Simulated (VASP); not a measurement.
# SnO2 (I4_1/amd) in VASP: notebook

The runs below take SnO2 through single point, with PBEsol.

Program: VASP 6.6.1. These are calculated values, not measurements. Logs are shortened: lines on timing, memory, paths and dates and some standing lists are left out, and cuts for length are marked.

## 1. The cell of the first run

It takes space group I4_1/amd (No. 141, tetragonal). Conventional cell: a = 3.932 Å, b = 3.932 Å, c = 10.074 Å, α = 90.00°, β = 90.00°, γ = 90.00°. Within 2.7 Å of Sn (site symmetry -4m2) lie 6 O at 2.02 to 2.05 Å. O (site symmetry 2mm) has 3 Sn at 2.02 to 2.05 Å and 2 O at 2.52 Å within 2.7 Å.

## 2. Single point, PBEsol

File INCAR:

```
PREC     = Accurate       # precision mode
ENCUT    = 520            # plane-wave cutoff, eV
EDIFF    = 1E-6           # SCF threshold, eV
ISMEAR   = 0              # smearing method
SIGMA    = 0.01           # smearing width, eV
LREAL    = F              # projectors in reciprocal space
LASPH    = T              # aspherical terms in the spheres
NELM     = 80             # most SCF steps
ALGO     = Normal         # electronic algorithm
ISIF     = 2              # what is computed and relaxed
LWAVE    = F              # write WAVECAR
LCHARG   = F              # write CHGCAR
GGA      = PS             # functional
NBANDS   = 35             # bands
```

File KPOINTS:

```
Automatic mesh
0
Gamma
  8 8 8
```

File POSCAR:

```
SnO2
1.0
   -1.9661625919      1.9661625919      5.0368200655
    1.9661625919     -1.9661625919      5.0368200655
    1.9661625919      1.9661625919     -5.0368200655
Sn O
2 4
Direct
    0.7500000000      0.2500000000      0.5000000000
    0.0000000000      0.0000000000      0.0000000000
    0.7965225900      0.7965225900      0.0000000000
    0.9534774100      0.4534774100      0.5000000000
    0.2034774100      0.2034774100      0.0000000000
    0.5465225900      0.0465225900      0.5000000000
```

Potentials or basis: VASP PAW PBE potentials, release 64 (Sn_d, O).

On the command line:

```console
$ cat potpaw_PBE.64/Sn_d/POTCAR potpaw_PBE.64/O/POTCAR > POTCAR
$ mpirun -np 1 vasp_std > vasp.out
```

OUTCAR:

```text
PREC = Accurate
   ENCUT = 520
   EDIFF = 1E-6
   ISMEAR = 0
   LREAL = F
   LASPH = T
   NELM = 80
   ISIF = 2
   GGA = PS

 ion  position               nearest neighbor table
   1  0.750  0.250  0.500-   3 2.02   5 2.02   3 2.02   5 2.02   4 2.05   6 2.05   2 3.20   2 3.20
                             2 3.20   2 3.20
   2  0.000  0.000  0.000-   6 2.02   4 2.02   6 2.02   4 2.02   3 2.05   5 2.05   1 3.20   1 3.20
                             1 3.20   1 3.20
   3  0.797  0.797  0.000-   1 2.02   1 2.02   2 2.05
   4  0.953  0.453  0.500-   2 2.02   2 2.02   1 2.05
   5  0.203  0.203  0.000-   1 2.02   1 2.02   2 2.05
   6  0.547  0.047  0.500-   2 2.02   2 2.02   1 2.05

  LATTYP: Found a body centered tetragonal cell.
 ALAT       =     3.9323251838
 C/A-ratio  =     2.5617515491

  Lattice vectors:

 A1 = (  -1.9661625919,   1.9661625919,   5.0368200655)
 A2 = (   1.9661625919,  -1.9661625919,   5.0368200655)
 A3 = (   1.9661625919,   1.9661625919,  -5.0368200655)

Analysis of symmetry for initial positions (statically):
=====================================================================
 Subroutine PRICEL returns:
 Original cell was already a primitive cell.

 Routine SETGRP: Setting up the symmetry group for a
 body centered tetragonal supercell.

 Subroutine GETGRP returns: Found 16 space group operations
 (whereof  8 operations were pure point group operations)
 out of a pool of 16 trial point group operations.

The static configuration has the point symmetry D_2d.
 The point group associated with its full space group is D_4h.

Analysis of symmetry for dynamics (positions and initial velocities):
=====================================================================
 Subroutine PRICEL returns:
 Original cell was already a primitive cell.

 Routine SETGRP: Setting up the symmetry group for a
 body centered tetragonal supercell.

 Subroutine GETGRP returns: Found 16 space group operations
 (whereof  8 operations were pure point group operations)
 out of a pool of 16 trial point group operations.

The dynamic configuration has the point symmetry D_2d.
 The point group associated with its full space group is D_4h.

 Subroutine INISYM returns: Found 16 space group operations
 (whereof  8 operations are pure point group operations),
 and found     1 'primitive' translations

----------------------------------------------------------------------------------------

                                     Primitive cell

  volume of cell :      77.8853

  direct lattice vectors                    reciprocal lattice vectors
    -1.966162592  1.966162592  5.036820065     0.000000000  0.254302468  0.099268982
     1.966162592 -1.966162592  5.036820065     0.254302468  0.000000000  0.099268982
     1.966162592  1.966162592 -5.036820065     0.254302468  0.254302468  0.000000000

  length of vectors
     5.753359631  5.753359631  5.753359631     0.272990982  0.272990982  0.359637999

  position of ions in fractional coordinates (direct lattice)
     0.750000000  0.250000000  0.500000000
     0.000000000  0.000000000  0.000000000
     0.796522590  0.796522590  0.000000000
     0.953477410  0.453477410  0.500000000
     0.203477410  0.203477410  0.000000000
     0.546522590  0.046522590  0.500000000

  ion indices of the primitive-cell ions
   primitive index   ion index
                 1           1
                 2           2
                 3           3
                 4           4
                 5           5
                 6           6

----------------------------------------------------------------------------------------

 KPOINTS: Automatic mesh

Automatic generation of k-mesh.
 Grid dimensions read from file:
 generate k-points for:    8    8    8

 Generating k-lattice:

  Cartesian coordinates                     Fractional coordinates (reciprocal lattice)
     0.000000000  0.031787809  0.012408623     0.125000000 -0.000000000  0.000000000
     0.031787809  0.000000000  0.012408623    -0.000000000  0.125000000  0.000000000
     0.031787809  0.031787809  0.000000000     0.000000000  0.000000000  0.125000000

  Length of vectors
     0.034123873  0.034123873  0.044954750

  Shift w.r.t. Gamma in fractional coordinates (k-lattice)
     0.000000000  0.000000000  0.000000000

 Subroutine IBZKPT returns following result:
 ===========================================

 Found     59 irreducible k-points:

 Following reciprocal coordinates:
            Coordinates               Weight
  0.000000  0.000000  0.000000      1.000000
  0.125000 -0.000000  0.000000      8.000000
  0.250000 -0.000000  0.000000      8.000000
  0.375000 -0.000000  0.000000      8.000000
  0.500000 -0.000000  0.000000      4.000000
  0.125000  0.125000  0.000000      8.000000
[... 16 lines left out ...]
  0.250000  0.125000  0.125000     16.000000
  0.375000  0.125000  0.125000      8.000000
 [... further k-points ...]
   k-points           NKPTS =     59   k-points in BZ     NKDIM =     59   number of bands    NBANDS=     35
   number of dos      NEDOS =    301   number of ions     NIONS =      6
   total plane-waves  NPLWV = 110592
   dimension x,y,z NGX =    48 NGY =   48 NGZ =   48
   dimension x,y,z NGXF=    96 NGYF=   96 NGZF=   96
   ions per type =               2   4
   NGX,Y,Z   is equivalent  to a cutoff of  13.87, 13.87, 13.87 a.u.
   NGXF,Y,Z  is equivalent  to a cutoff of  27.74, 27.74, 27.74 a.u.
 SYSTEM =  unknown system
   PREC   = accura    normal or accurate (medium, high low for compatibility)
   ISTART =      0    job   : 0-new  1-cont  2-samecut
   ICHARG =      2    charge: 1-file 2-atom 10-const
   ISPIN  =      1    spin polarized calculation?
   LNONCOLLINEAR =      F non collinear calculations
   LSORBIT =      F    spin-orbit coupling
   LASPH  =      T    aspherical Exc in radial PAW
   ENCUT  =  520.0 eV  38.22 Ry    6.18 a.u.  10.70 10.70 10.70*2*pi/ulx,y,z
   NELM   =     80;   NELMIN=  2; NELMDL= -5     # of ELM steps
   EDIFF  = 0.1E-05   stopping-criterion for ELM
   LREAL  =      F    real-space projection
   EDIFFG = 0.1E-04   stopping-criterion for IOM
   NSW    =      0    number of steps for IOM
   IBRION =     -1    ionic relax: 0-MD 1-quasi-New 2-CG
   NFREE  =      0    steps in history (QN), initial steepest desc. (CG)
   ISIF   =      2    stress and relaxation
   ISYM   =      2    0-nonsym 1-usesym 2-fastsym
   POTIM  = 0.5000    time-step for ionic-motion
   TEBEG  =    0.0;   TEEND  =   0.0 temperature during run
   PSTRESS=    0.0 pullay stress
   NELECT =      52.0000    total number of electrons
   NUPDOWN=      -1.0000    fix difference up-down
   EMIN   =  10.00;   EMAX   =-10.00  energy-range for DOS
   EFERMI =   0.00;   METHOD = LEGACY
   ISMEAR =     0;   SIGMA  =   0.01  broadening in eV -4-tet -1-fermi 0-gaus
   EFERMI_NEDOS =   21; number of points for ismear=-14 and -15
   IALGO  =     38    algorithm
   IMIX   =      4    mixing-type and parameters
     AMIX     =   0.40;   BMIX     =  1.00
     AMIX_MAG =   1.60;   BMIX_MAG =  1.00
  volume/ion in A,a.u.               =      12.98        87.60
  Fermi-wavevector in a.u.,A,eV,Ry     =   1.430839  2.703894 27.855221  2.047301
  Thomas-Fermi vector in A             =   2.550641
   LORBIT       =      0    0 simple, 1 ext, 2 COOP (PROOUT), +10 PAW based schemes
   GGA     = PS    functional components
   LHFCALC =     F    Hartree Fock is set to
   AEXX    =    0.0000 exact exchange contribution
   IVDW    =     0    specifies the selected vdW correction
   LEPSILON=     F    determine dielectric tensor
   LRPA    =     F    only Hartree local field effects (RPA)
 non-spin polarized calculation
 Gauss-broadening in eV      SIGMA  =   0.01
  energy-cutoff  :      520.00
  volume of cell :       77.89
 maximum number of plane-waves:      2126
 NGX is ok and might be reduce to    48
   NGX = 21   NGY = 21   NGZ = 21

 number of electron      51.9999995 magnetization

 Free energy of the ion-electron system (eV)
  ---------------------------------------------------
  ext. energy  EPLUGINS =         0.00000000
  ---------------------------------------------------
  free energy    TOTEN  =       -39.05443573 eV

  energy without entropy =      -39.05443573  energy(sigma->0) =      -39.05443573

 E-fermi :   4.5233     XC(G=0): -10.8160

 val. band max:        4.4484068958   @ k =   0.2500   0.2500   0.2500
 cond. band min:       6.5526612286   @ k =   0.0000   0.0000   0.0000
 fundamental gap:      2.1042543328
 Fermi energy:         4.5233213250

 k-point     1 :       0.0000    0.0000    0.0000
  band No.  band energies     occupation
      1     -15.9197      2.00000
      2     -15.9086      2.00000
      3     -15.7291      2.00000
      4     -15.0679      2.00000
      5     -14.9044      2.00000
      6     -14.9044      2.00000
[... 27 lines left out ...]
     34      16.9741      0.00000
     35      17.2367      0.00000

 k-point     2 :       0.1250   -0.0000    0.0000
  band No.  band energies     occupation
      1     -15.9515      2.00000
      2     -15.8166      2.00000
      3     -15.7045      2.00000
      4     -15.0765      2.00000
      5     -14.9089      2.00000
      6     -14.9010      2.00000
[... 27 lines left out ...]
     34      16.5033      0.00000
     35      16.9470      0.00000

 k-point     3 :       0.2500   -0.0000    0.0000
  band No.  band energies     occupation
      1     -15.9499      2.00000
      2     -15.7389      2.00000
      3     -15.5746      2.00000
      4     -15.0953      2.00000
      5     -14.9188      2.00000
      6     -14.8937      2.00000
[... 27 lines left out ...]
     34      16.2552      0.00000
     35      16.4132      0.00000

 k-point     4 :       0.3750   -0.0000    0.0000
  band No.  band energies     occupation
      1     -15.9436      2.00000
      2     -15.7013      2.00000
      3     -15.4038      2.00000
      4     -15.1104      2.00000
      5     -14.9278      2.00000
      6     -14.8819      2.00000
[... 27 lines left out ...]
     34      16.4334      0.00000
     35      16.8903      0.00000

 k-point     5 :       0.5000   -0.0000    0.0000
  band No.  band energies     occupation
      1     -15.9418      2.00000
      2     -15.6873      2.00000
      3     -15.3315      2.00000
      4     -15.1152      2.00000
      5     -14.9314      2.00000
      6     -14.8711      2.00000
[... 638 lines left out ...]
 k-point    22 :       0.1250    0.1250    0.1250
  band No.  band energies     occupation
      1     -15.8280      2.00000
      2     -15.5464      2.00000
      3     -15.5365      2.00000
      4     -15.1440      2.00000
      5     -14.9414      2.00000
      6     -14.8591      2.00000
[... 27 lines left out ...]
     34      16.0213      0.00000
     35      16.5899      0.00000

 k-point    23 :       0.2500    0.1250    0.1250
  band No.  band energies     occupation
      1     -15.7863      2.00000
      2     -15.5429      2.00000
      3     -15.3597      2.00000
      4     -15.0976      2.00000
      5     -14.9682      2.00000
      6     -14.8341      2.00000
[... 27 lines left out ...]
     34      15.9621      0.00000
     35      16.8340      0.00000

 k-point    24 :       0.3750    0.1250    0.1250
  band No.  band energies     occupation
      1     -15.7723      2.00000
      2     -15.5409      2.00000
      3     -15.2832      2.00000
      4     -15.0707      2.00000
      5     -14.9826      2.00000
      6     -14.8170      2.00000
[... 27 lines left out ...]
     34      15.9984      0.00000
     35      17.6770      0.00000

 [... further k-points ...]

------------------------ aborting loop because EDIFF is reached ----------------------------------------

  FORCE on cell =-STRESS in cart. coord.  units (eV):
  Direction    XX          YY          ZZ          XY          YZ          ZX
  --------------------------------------------------------------------------------------
  -------------------------------------------------------------------------------------
  Total        5.5069331      5.5069331      5.9644129      0.0000000      0.0000000      0.0000000
  in kB      113.2830920    113.2830920    122.6939076      0.0000000      0.0000000      0.0000000
  external PRESSURE =     116.4200305 kB  Pullay stress =       0.0000000 kB

 VOLUME and BASIS-vectors are now :
 -----------------------------------------------------------------------------
  energy-cutoff  :      520.00
  volume of cell :       77.89
      direct lattice vectors                 reciprocal lattice vectors
    -1.966162592  1.966162592  5.036820065     0.000000000  0.254302468  0.099268982
     1.966162592 -1.966162592  5.036820065     0.254302468  0.000000000  0.099268982
     1.966162592  1.966162592 -5.036820065     0.254302468  0.254302468  0.000000000

 POSITION                                       TOTAL-FORCE (eV/Angst)
 -----------------------------------------------------------------------------------
     -0.00000      1.96616      2.51841         0.000000      0.000000     -0.000000
      0.00000      0.00000      0.00000         0.000000      0.000000     -0.000000
      0.00000      0.00000      8.02388        -0.000000      0.000000     -0.279005
      0.00000      1.96616      4.56817         0.000000     -0.000000      0.279005
      0.00000      0.00000      2.04976        -0.000000      0.000000      0.279005
      0.00000      1.96616      0.46865         0.000000     -0.000000     -0.279005
 -----------------------------------------------------------------------------------
    total drift:                                0.000000      0.000000     -0.000000

  FREE ENERGIE OF THE ION-ELECTRON SYSTEM (eV)
  ---------------------------------------------------
  free  energy   TOTEN  =       -39.0544357275 eV

  energy  without entropy=      -39.0544357275  energy(sigma->0) =      -39.05443573
```

Wall time 2.8 min (1 thread of Intel Xeon 6975P-C (Granite Rapids), shared host); peak memory 0.39 GiB.

Results:

```
Free energy            : -39.0544 eV
Pressure               : 11.6 GPa
Largest force          : 0.279 eV/Å
Band gap on the k mesh : 2.10 eV (least direct gap 2.54 eV)
```

Forces on the atoms (eV/Å):
```
Sn   0.000  0.000  0.000
Sn   0.000  0.000  0.000
O    0.000  0.000 -0.279
O    0.000  0.000  0.279
O    0.000  0.000  0.279
O    0.000  0.000 -0.279
```

Caveat: the cell stands under pressure; the PAW data sets were made with another functional, which shifts forces and pressure a little; spin-orbit coupling is left out, which moves the levels of the heavy elements. A k mesh can miss the band edges.

## 3. Single point, PBEsol

This run uses another cell than the first one, of 13.39 Å³/atom.

File INCAR:

```
PREC = Accurate ; ENCUT = 520
EDIFF = 1E-6 ; ISMEAR = 0
SIGMA = 0.01 ; LREAL = False
LASPH = True ; NELM = 100
ALGO = Normal ; ISIF = 2
LWAVE = False ; LCHARG = False
GGA = PS ; NBANDS = 35
```

KPOINTS is that of step 2.

Changes to POSCAR since step 2:

```diff
@@ -2,5 +2,5 @@
 1.0
-   -1.9661625919      1.9661625919      5.0368200655
-    1.9661625919     -1.9661625919      5.0368200655
-    1.9661625919      1.9661625919     -5.0368200655
+   -1.9866449263      1.9866449263      5.0892907174
+    1.9866449263     -1.9866449263      5.0892907174
+    1.9866449263      1.9866449263     -5.0892907174
 Sn O
```

Potentials or basis: VASP PAW PBE potentials, release 64 (Sn_d, O).

On the command line:

```console
$ cat potpaw_PBE.64/Sn_d/POTCAR potpaw_PBE.64/O/POTCAR > POTCAR
$ mpirun -np 1 vasp_std > vasp.out
```

Run time: 2.5 min. Hardware: 1 thread of Intel Xeon 6975P-C (Granite Rapids), shared host; peak memory 0.39 GiB.

The run converged. Its results:

| Item | Value |
| --- | --- |
| Free energy | -39.1847 eV |
| Pressure | 5.1 GPa |
| Largest force | 0.069 eV/Å |
| Band gap on the k mesh | 1.77 eV (least direct gap 2.17 eV) |

Forces on the atoms (eV/Å):
```
Sn   0.000  0.000  0.000
Sn   0.000  0.000  0.000
O    0.000  0.000 -0.069
O    0.000  0.000  0.069
O    0.000  0.000  0.069
O    0.000  0.000 -0.069
```

Stress tensor (GPa, compression positive):
```
5.12 0.00 0.00
0.00 5.12 0.00
0.00 0.00 4.92
```

Levels at points of the mesh, in eV from the valence-band top:
```tsv
k point	band 24	band 25	band 26	band 27	band 28	band 29
(0.00, 0.00, 0.00)	-0.68	-0.40	-0.40	1.77	5.72	9.32
(0.50, 0.00, 0.00)	-0.78	-0.59	-0.38	5.13	6.37	7.96
(0.50, 0.50, 0.00)	-0.81	-0.05	-0.05	7.52	7.52	7.70
(0.50, 0.50, 0.50)	-1.05	-0.30	-0.30	4.42	4.42	7.62
```

Caveat: the cell stands under pressure; the PAW data sets were made with another functional, which shifts forces and pressure a little; spin-orbit coupling is left out, which moves the levels of the heavy elements.

(Part 1 of 2 ends here.)
